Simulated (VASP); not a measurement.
Here is a VASP 6.6.1 calculation.

File INCAR:

```
PREC = Accurate
ENCUT = 600
EDIFF = 1E-6
ISMEAR = 0
SIGMA = 0.1
LREAL = False
LASPH = True
NELM = 80
ALGO = Fast
ISIF = 3
LWAVE = False
LCHARG = False
GGA = PE
IBRION = 2
NSW = 90
EDIFFG = -0.04
```

The input KPOINTS:

```
Automatic mesh
0
Gamma
  4 4 4
```

File POSCAR:

```
In4Sb
1.0
    4.0828648900     -4.2587552500      0.0000000000
    4.0828648900      4.2587552500      0.0000000000
    0.0000000000      0.0000000000      3.8488038400
In Sb
4 1
Direct
    0.1741673900      0.1741673900      0.5000000000
    0.8258326100      0.8258326100      0.5000000000
    0.0000000000      0.5000000000      0.0000000000
    0.5000000000      0.0000000000      0.0000000000
    0.5000000000      0.5000000000      0.0000000000
```

Potentials or basis: VASP PAW PBE potentials, release 64 (In_d, Sb).

The run is started by

```console
$ cat potpaw_PBE.64/In_d/POTCAR potpaw_PBE.64/Sb/POTCAR > POTCAR
$ mpirun -np 1 vasp_std > vasp.out
```

(1) Estimate the relaxed cell.

(2) What does it give for the relaxed volume?

(3) Estimate the space group after relaxing (to 0.1 Å).

## Answers

(1) a = 6.930 Å, b = 6.930 Å, c = 3.288 Å, α = 90.00°, β = 90.00°, γ = 104.48°.

(2) 30.58 Å³/atom.

(3) Cmmm (No. 65).

Caveat: the k points lie up to 0.48 Å⁻¹ apart in the final cell, too coarse for converged energies and pressures of a metal; a cell axis changed by over 15 % at a fixed basis, so the end point is rough.
